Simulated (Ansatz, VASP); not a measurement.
## NbRu: VASP beside Ansatz

```
Nb Ru
1.0
     3.20509    0.00000    0.00000
     0.00000    3.20509    0.00000
     0.00000    0.00000    3.20509
Nb Ru
1 1
Direct
  0.00000 0.00000 0.00000
  0.50000 0.50000 0.50000
```

Change from the starting cell: volume scaled by 1.02.

Alike in both runs: task single point; functional PBEsol; k mesh 11 × 11 × 11; occupations fermi-dirac, width 0.03 eV; no spin polarisation.

|  | VASP | Ansatz |
| --- | --- | --- |
| version | VASP 6.6.1 | Ansatz 0.2.0 |
| potentials or method | VASP PAW PBE potentials, release 64 (Nb_sv, Ru_pv), cutoff 520 eV | all-electron LAPW, scalar-relativistic |

```tsv
	VASP	Ansatz	Ansatz less VASP
pressure (GPa)	-14.2	-13.9	+0.22
```

VASP's potentials were made for PBE, not for PBEsol. Ansatz ran all-electron here, and VASP with PAW potentials.
